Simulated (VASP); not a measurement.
SrO, 2 atoms in the cell. It takes space group Immm (No. 71, orthorhombic). The conventional cell has a = 3.562 Å, b = 3.707 Å, c = 5.140 Å, α = 90.00°, β = 90.00°, γ = 90.00°. Sr (site symmetry mmm) has 6 O at 2.57 Å within 3.4 Å. O (site symmetry mmm) has 6 Sr at 2.57 Å within 3.4 Å.  This cell differs from its parent crystal: strain -0.0400 x Voigt [0, 0, 0, 0, 1, 0].

- Program: VASP 6.6.1
- Task: single point
- Functional: r2SCAN
- Potentials or basis: VASP PAW PBE potentials, release 64 (Sr_sv, O)
- Cutoff: 520 eV
- k mesh: 8 × 8 × 8
- Occupations: gaussian, width 0.05 eV
- Spin: no spin polarisation
- Dipole correction: no
- Further INCAR settings: ALGO = Normal; EDIFF = 1e-06; NBANDS = 15

Potentials or basis: VASP PAW PBE potentials, release 64 (Sr_sv, O).

Launch:

```sh
$ cat potpaw_PBE.64/Sr_sv/POTCAR potpaw_PBE.64/O/POTCAR > POTCAR
$ cp INCAR.step1 INCAR
$ mpirun -np 1 vasp_std > vasp.out
$ cp INCAR.step2 INCAR
$ mpirun -np 1 vasp_std > vasp.out
```

Hardware: 1 thread of Intel(R) Xeon(R) Platinum 8259CL CPU @ 2.50GHz (Skylake/Cascade Lake), with other jobs on the host.

Question: Estimate the wall time of this run.

Answer: Run time: 3.8 min on 1 thread of Intel(R) Xeon(R) Platinum 8259CL CPU @ 2.50GHz (Skylake/Cascade Lake), with other jobs on the host, peak memory 0.2 GiB. Counts: k points 95.
